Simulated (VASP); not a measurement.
The system is AlRu (rocksalt type).

```xyz
2
Lattice="0.0000 2.5359 2.5359 2.5359 0.0000 2.5359 2.5359 2.5359 0.0000" Properties=species:S:1:pos:R:3 pbc="T T T"
Ru    0.0000    0.0000    0.0000
Al    2.5359    2.5359    2.5359
```

| Item | Value |
| --- | --- |
| Program | VASP 6.6.1 |
| Task | relaxation of cell and atoms |
| Functional | LDA |
| Potentials or basis | VASP PAW LDA potentials, release 64 (Ru_pv, Al) |
| Cutoff | 600 eV |
| k mesh | 14 × 14 × 14 |
| Occupations | fermi-dirac, width 0.05 eV |
| Spin | no spin polarisation |

At the start: pressure -14.1 GPa; volume 16.31 Å³/atom.

Question: Where does the relaxation end?

Answer: Over 4 steps the energy falls by 80.2 meV/atom and the volume is 14.65 Å³/atom (-10.1 %); space group Fm-3m (No. 225, to 0.05 Å).

Step by step:
```csv
step,energy change (eV),largest force (eV/Å),pressure (GPa),volume (Å³)
1,0.0000,0.0000,-14.12,32.62
2,0.0337,0.0000,22.68,26.29
3,-0.1603,0.0000,-0.32,29.37
4,-0.1604,0.0000,0.01,29.31
```

Final structure:
```yaml
crystal:
  lattice:
    - [0.00000, 2.44710, 2.44710]
    - [2.44710, 0.00000, 2.44710]
    - [2.44710, 2.44710, 0.00000]
  atoms:
    - { symbol: Ru, position: [0.00000, 0.00000, 0.00000] }
    - { symbol: Al, position: [0.50000, 0.50000, 0.50000] }
```
